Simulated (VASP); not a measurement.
TiBH:

```
Ti B H
1.0
     3.40268    0.00000    0.00000
    -1.70134    2.94681    0.00000
     0.00000    0.00000    4.93599
Ti B H
2 2 2
Direct
  0.00000 0.00000 0.74230
  0.00000 0.00000 0.25770
  0.33333 0.66667 0.00000
  0.66667 0.33333 0.00000
  0.33333 0.66667 0.50000
  0.66667 0.33333 0.50000
```

The cell was generated, and may not be a known phase.

| Item | Value |
| --- | --- |
| Program | VASP 6.6.1 |
| Task | relaxation of cell and atoms |
| Functional | PBE |
| Potentials or basis | VASP PAW PBE potentials, release 64 (Ti_sv, B, H) |
| Cutoff | 600 eV |
| k mesh | 6 × 6 × 4 |
| Occupations | gaussian, width 0.1 eV |
| Spin | no spin polarisation |

At the start: pressure -5.3 GPa; volume 8.25 Å³/atom.

Task: Where does the relaxation end?

Result: Over 8 steps the energy falls by 371.1 meV/atom and the volume is 7.83 Å³/atom (-5.1 %); space group P6/mmm (No. 191, to 0.1 Å) before and after.

The path:
```csv
step,energy change (eV),largest force (eV/Å),pressure (GPa),volume (Å³)
1,0.0000,0.1817,-5.30,49.49
2,-1.9873,0.4313,0.33,47.03
3,-2.1746,0.5937,5.64,45.87
4,-2.1762,0.6514,6.97,45.62
5,-2.2130,0.1297,-4.20,47.95
6,-2.2253,0.1123,-0.73,47.15
7,-2.2253,0.1220,-0.57,47.12
8,-2.2268,0.0355,-0.07,46.96
```

Final structure:
```
Ti B H
1.0
     3.05078    0.00000    0.00000
    -1.52539    2.64205    0.00000
     0.00000    0.00000    5.82545
Ti B H
2 2 2
Direct
  0.00000 0.00000 0.73473
  0.00000 0.00000 0.26527
  0.33333 0.66667 0.00000
  0.66667 0.33333 0.00000
  0.33333 0.66667 0.50000
  0.66667 0.33333 0.50000
```

Caveat: a cell axis changed by over 15 % at a fixed basis, so the end point is rough.
